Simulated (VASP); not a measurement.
Wanted: the native input for a VASP 6.6.1 run.

```
Task                   : single point
Functional             : LDA
Potentials or basis    : VASP PAW LDA potentials, release 64 (Sn_d, Se)
Cutoff                 : 520 eV
k mesh                 : 8 × 8 × 8
Occupations            : gaussian, width 0.05 eV
Spin                   : no spin polarisation
Dipole correction      : no
Further INCAR settings : ALGO = Normal; EDIFF = 1e-06; NBANDS = 17
```

The structure of SnSe lies in POSCAR:

```
SnSe
1.0
    0.0000000000      2.9466477701      2.9466477701
    2.9466477701      0.0000000000      2.9466477701
    2.9466477701      2.9466477701      0.0000000000
Sn Se
1 1
Direct
   -0.0029996238      0.0000000000      0.0000000000
    0.5000000000      0.5000000000      0.5000000000
```

This cell differs from its parent crystal: all Sn atoms moved +0.013 Å, as atom 1 towards its neighbour atom 1 (Sn) at 4.167 Å.

One way to write it, as run:

INCAR

```
  PREC = Accurate
  ENCUT = 520
  EDIFF = 1E-6
  ISMEAR = 0
  SIGMA = 0.05
  LREAL = False
  LASPH = True
  NELM = 60
  ALGO = Normal
  ISIF = 2
  LWAVE = False
  LCHARG = True
  LELF = True
  LVHAR = True
  NBANDS = 17
```

KPOINTS

```
regular mesh
0
Gamma
  8 8 8
```

Potentials or basis: VASP PAW LDA potentials, release 64 (Sn_d, Se).

The run is started by

```sh
$ cat potpaw_LDA.64/Sn_d/POTCAR potpaw_LDA.64/Se/POTCAR > POTCAR
$ mpirun -np 1 vasp_std > vasp.out
```

Results of the run:

The pressure is 0.1 GPa. The largest force is 0.006 eV/Å. The band gap on the k mesh is 0.77 eV, indirect (least direct gap 0.91 eV).

Caveat: the cell differs from its parent crystal (all Sn atoms moved +0.013 Å, as atom 1 towards its neighbour atom 1 (Sn) at 4.167 Å); spin-orbit coupling is left out, which moves the levels of the heavy elements.

It took 21 s on 1 thread of Intel(R) Xeon(R) 6975P-C (Granite Rapids), with other jobs on the host, peak memory 0.21 GiB.
